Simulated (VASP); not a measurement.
The system is Zr7B.

```xyz
8
Lattice="3.2258 0.0000 0.0000 -1.6129 2.7936 0.0000 0.0000 0.0000 17.9766" Properties=species:S:1:pos:R:3 pbc="T T T"
Zr    1.6129    0.9312   16.6931
Zr    0.0000    1.8624    1.2835
Zr    1.6129    0.9312    3.8524
Zr    0.0000    1.8624    6.4195
Zr    0.0000    1.8624   14.1242
Zr    1.6129    0.9312   11.5572
Zr    0.0000    0.0000    8.9883
B     0.0000    0.0000    0.0000
```

* Program: VASP 6.6.1
* Task: relaxation of cell and atoms
* Functional: PBE
* Potentials or basis: VASP PAW PBE potentials, release 64 (Zr_sv, B)
* Cutoff: 600 eV
* k mesh: 6 × 6 × 1
* Occupations: gaussian, width 0.2 eV
* Spin: no spin polarisation

At the start: pressure 8.8 GPa; volume 20.25 Å³/atom.

Where does the relaxation end?

Over 13 steps the energy falls by 58.9 meV/atom and the volume is 21.75 Å³/atom (+7.4 %); space group P-3m1 (No. 164, to 0.05 Å).

Step by step:
```tsv
step	energy change (eV)	largest force (eV/Å)	pressure (GPa)	volume (Å³)
1	0.0000	1.4475	8.82	162.00
2	0.0382	0.8575	-7.82	189.55
3	-0.3823	0.5333	-0.42	174.75
4	-0.3824	0.5340	-0.28	174.49
5	-0.4078	0.4500	-0.16	174.16
6	-0.4507	0.1673	0.25	173.18
7	-0.4527	0.2247	0.39	172.89
8	-0.4611	0.1702	-0.59	174.74
9	-0.4611	0.1681	-0.63	174.83
10	-0.4677	0.1237	-0.26	174.34
11	-0.4697	0.1063	0.07	173.94
12	-0.4697	0.1174	0.10	173.89
13	-0.4714	0.0707	0.00	174.01
```

Final structure:
```cif
data_structure
_symmetry_space_group_name_H-M 'P 1'
_symmetry_Int_Tables_number 1
_cell_length_a 3.3096
_cell_length_b 3.3096
_cell_length_c 18.3432
_cell_angle_alpha 90.000
_cell_angle_beta 90.000
_cell_angle_gamma 120.000
_cell_volume 174.01
loop_
_atom_site_label
_atom_site_type_symbol
_atom_site_fract_x
_atom_site_fract_y
_atom_site_fract_z
_atom_site_occupancy
Zr1 Zr 0.66667 0.33333 0.92607 1
Zr2 Zr 0.33333 0.66667 0.07393 1
Zr3 Zr 0.66667 0.33333 0.22379 1
Zr4 Zr 0.33333 0.66667 0.35962 1
Zr5 Zr 0.33333 0.66667 0.77621 1
Zr6 Zr 0.66667 0.33333 0.64038 1
Zr7 Zr 0.00000 0.00000 0.50000 1
B1 B 0.00000 0.00000 0.00000 1
```

Caveat: the k points lie up to 0.37 Å⁻¹ apart in the final cell; the relaxation stopped at a loose force limit of 0.08 eV/Å, so its end isn't a converged minimum.
